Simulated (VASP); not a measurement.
# Ni (Pm-3m) in VASP: notebook, part 2 of 3

VASP 6.6.1.

### Step 3. Relaxation of cell and atoms, PBE, collinear spin, antiferromagnetic start

This run uses another cell than the first one, of 11.81 Å³/atom.

INCAR

```
PREC = Accurate
ENCUT = 600
EDIFF = 1E-6
ISMEAR = -1
SIGMA = 0.05
LREAL = F
LASPH = T
NELM = 150
ALGO = Normal
ISIF = 3
LWAVE = F
LCHARG = F
ISPIN = 2
MAGMOM = 0.8 -0.8
LORBIT = 11
LMAXMIX = 4
GGA = PE
IBRION = 2
NSW = 80
EDIFFG = -0.01
```

KPOINTS

```
regular mesh
0
Gamma
  12 12 12
```

POSCAR

```
Ni
1.0
    0.0000000000      2.2775907947      2.2775907947
    2.2775907947      0.0000000000      2.2775907947
    2.2775907947      2.2775907947      0.0000000000
Ni
2
Direct
    0.0000000000      0.0000000000      0.0000000000
    0.5000000000      0.5000000000      0.5000000000
```

Potentials or basis: VASP PAW PBE potentials, release 64 (Ni).

Started as:

```bash
> cat potpaw_PBE.64/Ni/POTCAR > POTCAR
> mpirun -np 1 vasp_std > vasp.out
```

OUTCAR:

```text
PREC = Accurate
   ENCUT = 600
   EDIFF = 1E-6
   ISMEAR = -1
   LREAL = F
   LASPH = T
   NELM = 150
   ISIF = 3
   ISPIN = 2
   LORBIT = 11
   GGA = PE
   IBRION = 2
   NSW = 80
   EDIFFG = -0.01

 ion  position               nearest neighbor table
   1  0.000  0.000  0.000-   2 2.28   2 2.28   2 2.28   2 2.28   2 2.28   2 2.28
   2  0.500  0.500  0.500-   1 2.28   1 2.28   1 2.28   1 2.28   1 2.28   1 2.28

  LATTYP: Found a face centered cubic cell.
 ALAT       =     4.5551815894

  Lattice vectors:

 A1 = (   0.0000000000,   2.2775907947,   2.2775907947)
 A2 = (   2.2775907947,   0.0000000000,   2.2775907947)
 A3 = (   2.2775907947,   2.2775907947,   0.0000000000)

Analysis of symmetry for initial positions (statically):
=====================================================================
 Subroutine PRICEL returns following result:

  LATTYP: Found a simple cubic cell.
 ALAT       =     2.2775907947
[... 12 lines left out ...]
 Subroutine GETGRP returns: Found 48 space group operations
 (whereof 48 operations were pure point group operations)
 out of a pool of 48 trial point group operations.

The static configuration has the point symmetry O_h .

Analysis of symmetry for dynamics (positions and initial velocities):
=====================================================================
 Subroutine PRICEL returns following result:

  LATTYP: Found a simple cubic cell.
 ALAT       =     2.2775907947
[... 12 lines left out ...]
 Subroutine GETGRP returns: Found 48 space group operations
 (whereof 48 operations were pure point group operations)
 out of a pool of 48 trial point group operations.

The dynamic configuration has the point symmetry O_h .

Analysis of structural, dynamic, and magnetic symmetry:
=====================================================================
 Subroutine PRICEL returns following result:

  LATTYP: Found a simple cubic cell.
 ALAT       =     2.2775907947
[... 12 lines left out ...]
 Subroutine GETGRP returns: Found 48 space group operations
 (whereof 48 operations were pure point group operations)
 out of a pool of 48 trial point group operations.

The overall configuration has the point symmetry O_h .

 Subroutine INISYM returns: Found 48 space group operations
 (whereof 48 operations are pure point group operations),
 and found     2 'primitive' translations

----------------------------------------------------------------------------------------

                                     Primitive cell

  volume of cell :      11.8148

  direct lattice vectors                    reciprocal lattice vectors
    -2.277590795  0.000000000  0.000000000    -0.439060433  0.000000000  0.000000000
     0.000000000  0.000000000  2.277590795     0.000000000  0.000000000  0.439060433
     0.000000000  2.277590795  0.000000000     0.000000000  0.439060433  0.000000000

  length of vectors
     2.277590795  2.277590795  2.277590795     0.439060433  0.439060433  0.439060433

  position of ions in fractional coordinates (direct lattice)
     0.000000000  0.000000000  0.000000000

  ion indices of the primitive-cell ions
   primitive index   ion index
                 1           1

----------------------------------------------------------------------------------------

 KPOINTS: regular mesh

Automatic generation of k-mesh.
 Grid dimensions read from file:
 generate k-points for:   12   12   12

 Generating k-lattice:
[... 65 lines left out ...]
   NSW    =     80    number of steps for IOM
   IBRION =      2    ionic relax: 0-MD 1-quasi-New 2-CG
   NFREE  =      1    steps in history (QN), initial steepest desc. (CG)
   ISIF   =      3    stress and relaxation
   ISYM   =      2    0-nonsym 1-usesym 2-fastsym
   POTIM  = 0.5000    time-step for ionic-motion
   TEBEG  =    0.0;   TEEND  =   0.0 temperature during run
   PSTRESS=    0.0 pullay stress
   NELECT =      20.0000    total number of electrons
   NUPDOWN=      -1.0000    fix difference up-down
   EMIN   =  10.00;   EMAX   =-10.00  energy-range for DOS
   EFERMI =   0.00;   METHOD = LEGACY
   ISMEAR =    -1;   SIGMA  =   0.05  broadening in eV -4-tet -1-fermi 0-gaus
   EFERMI_NEDOS =   21; number of points for ismear=-14 and -15
   IALGO  =     38    algorithm
   IMIX   =      4    mixing-type and parameters
     AMIX     =   0.40;   BMIX     =  1.00
     AMIX_MAG =   1.60;   BMIX_MAG =  1.00
  volume/ion in A,a.u.               =      11.81        79.73
  Fermi-wavevector in a.u.,A,eV,Ry     =   1.548576  2.926384 32.627954  2.398087
  Thomas-Fermi vector in A             =   2.653506
   LORBIT       =     11    0 simple, 1 ext, 2 COOP (PROOUT), +10 PAW based schemes
   GGA     = PE    functional components
   LHFCALC =     F    Hartree Fock is set to
   AEXX    =    0.0000 exact exchange contribution
   IVDW    =     0    specifies the selected vdW correction
   LEPSILON=     F    determine dielectric tensor
   LRPA    =     F    only Hartree local field effects (RPA)
 conjugate gradient relaxation of ions
 spin polarized calculation
  energy-cutoff  :      600.00
  volume of cell :       23.63
 maximum number of plane-waves:       817
 NGX is ok and might be reduce to    28
   NGX = 13   NGY = 13   NGZ = 13

--------------------------------------- Ionic step        1  -------------------------------------------

 number of electron      19.9999993 magnetization      -0.0000000

 number of electron      19.9999993 magnetization       0.0000000

 Free energy of the ion-electron system (eV)
  ---------------------------------------------------
  ext. energy  EPLUGINS =         0.00000000
  ---------------------------------------------------
  free energy    TOTEN  =        -9.49067276 eV

  energy without entropy =       -9.44928947  energy(sigma->0) =       -9.46998112

------------------------ aborting loop because EDIFF is reached ----------------------------------------

  FORCE on cell =-STRESS in cart. coord.  units (eV):
  Direction    XX          YY          ZZ          XY          YZ          ZX
  --------------------------------------------------------------------------------------
  -------------------------------------------------------------------------------------
  Total        1.4763787      1.4763787      1.4763787      0.0000000     -0.0000000      0.0000000
  in kB      100.1039585    100.1039585    100.1039585      0.0000000     -0.0000000      0.0000000
  external PRESSURE =     100.1039585 kB  Pullay stress =       0.0000000 kB
[... 63 lines left out ...]
 number of electron      20.0000005 magnetization      -0.0000000

 number of electron      20.0000005 magnetization       0.0000000

 Free energy of the ion-electron system (eV)
  ---------------------------------------------------
  ext. energy  EPLUGINS =         0.00000000
  ---------------------------------------------------
  free energy    TOTEN  =        -9.53347618 eV

  energy without entropy =       -9.48906866  energy(sigma->0) =       -9.51127242

 E-fermi :   7.4385     XC(G=0): -12.3338

 val. band max:        7.4361510763   @ k =   0.4167   0.2500   0.0000
 cond. band min:       7.4461918151   @ k =   0.2500   0.0000   0.0000
 fundamental gap:      0.0100407388
 Fermi energy:         7.4384544372

 spin component 1

 k-point     1 :       0.0000    0.0000    0.0000
  band No.  band energies     occupation
      1      -0.4818      1.00000
      2       4.1586      1.00000
      3       4.1586      1.00000
      4       4.5172      1.00000
      5       4.5172      1.00000
      6       4.5172      1.00000
      7       7.5065      0.20398
      8       7.5065      0.20398
      9       7.5065      0.20398
     10       8.2707      0.00000
     11       8.2707      0.00000
     12      19.3577      0.00000
     13      19.3577      0.00000
     14      19.3577      0.00000
[... 379 lines left out ...]
      3       5.0167      1.00000
      4       5.4529      1.00000
      5       5.6039      1.00000
      6       5.9623      1.00000
      7       6.0019      1.00000
      8       6.4202      1.00000
      9       6.7866      1.00000
     10       6.8091      1.00000
     11       7.5621      0.07781
     12       8.5648      0.00000
     13      15.3709      0.00000
     14      17.5160      0.00000

 [... further k-points ...]

 spin component 2

 k-point     1 :       0.0000    0.0000    0.0000
  band No.  band energies     occupation
      1      -0.4818      1.00000
      2       4.1586      1.00000
      3       4.1586      1.00000
      4       4.5172      1.00000
      5       4.5172      1.00000
      6       4.5172      1.00000
      7       7.5065      0.20398
      8       7.5065      0.20398
      9       7.5065      0.20398
     10       8.2707      0.00000
     11       8.2707      0.00000
     12      19.3577      0.00000
     13      19.3577      0.00000
     14      19.3577      0.00000
[... 420 lines left out ...]
  FREE ENERGIE OF THE ION-ELECTRON SYSTEM (eV)
  ---------------------------------------------------
  free  energy   TOTEN  =        -9.5334761750 eV

  energy  without entropy=       -9.4890686592  energy(sigma->0) =       -9.51127242

 reached required accuracy - stopping structural energy minimisation

 total charge

# of ion       s       p       d       tot
------------------------------------------
    1        0.507   0.383   8.369   9.259
    2        0.507   0.383   8.369   9.259
--------------------------------------------------
tot          1.015   0.767  16.737  18.519

 magnetization (x)

# of ion       s       p       d       tot
------------------------------------------
    1        0.000  -0.000   0.000   0.000
    2       -0.000   0.000  -0.000  -0.000
--------------------------------------------------
tot          0.000   0.000   0.000   0.000
```

CONTCAR:

```text
Ni
   1.00000000000000
    -0.0000000000000000    2.3234106935481997    2.3234106935481997
     2.3234106935481997    0.0000000000000000    2.3234106935481997
     2.3234106935481997    2.3234106935481997   -0.0000000000000000
  Ni
     2
Direct
     0.0000000000000000    0.0000000000000000    0.0000000000000000
     0.5000000000000000    0.5000000000000000    0.5000000000000000

  0.00000000E+00  0.00000000E+00  0.00000000E+00
  0.00000000E+00  0.00000000E+00  0.00000000E+00
```

It took 63 s on 1 thread of Intel Xeon 6975P-C (Granite Rapids), shared host; peak memory 0.2 GiB.

Results:

| Quantity | Value |
| --- | --- |
| Free energy | -9.5335 eV |
| Relaxed volume | 12.54 Å³/atom |
| Relaxed cell | a = 3.286 Å, b = 3.286 Å, c = 3.286 Å, α = 60.00°, β = 60.00°, γ = 60.00° |
| Space group after relaxing (to 0.1 Å) | Pm-3m (No. 221) |
| Energy gained by relaxing | 21.4 meV/atom |
| Ionic steps | 3 |
| Pressure after relaxing | 0.1 GPa |
| Band gap on the k mesh | zero (filled and empty bands overlap) |
| Net moment | 0.00 μB per cell |
| Valence electrons inside the program's atomic spheres | Ni 9.26 |

The path:
```tsv
step	energy change (eV)	largest force (eV/Å)	pressure (GPa)	volume (Å³)
1	0.0000	0.0000	10.01	23.63
2	-0.0204	0.0000	-5.84	26.25
3	-0.0428	0.0000	0.05	25.08
```

Final structure:
```cif
data_structure
_symmetry_space_group_name_H-M 'P 1'
_symmetry_Int_Tables_number 1
_cell_length_a 3.2858
_cell_length_b 3.2858
_cell_length_c 3.2858
_cell_angle_alpha 60.000
_cell_angle_beta 60.000
_cell_angle_gamma 60.000
_cell_volume 25.08
loop_
_atom_site_label
_atom_site_type_symbol
_atom_site_fract_x
_atom_site_fract_y
_atom_site_fract_z
_atom_site_occupancy
Ni1 Ni 0.00000 0.00000 0.00000 1
Ni2 Ni 0.50000 0.50000 0.50000 1
```

Caveat: the moments typed at the start vanished in this run.

(Continued in part 3 of 3.)
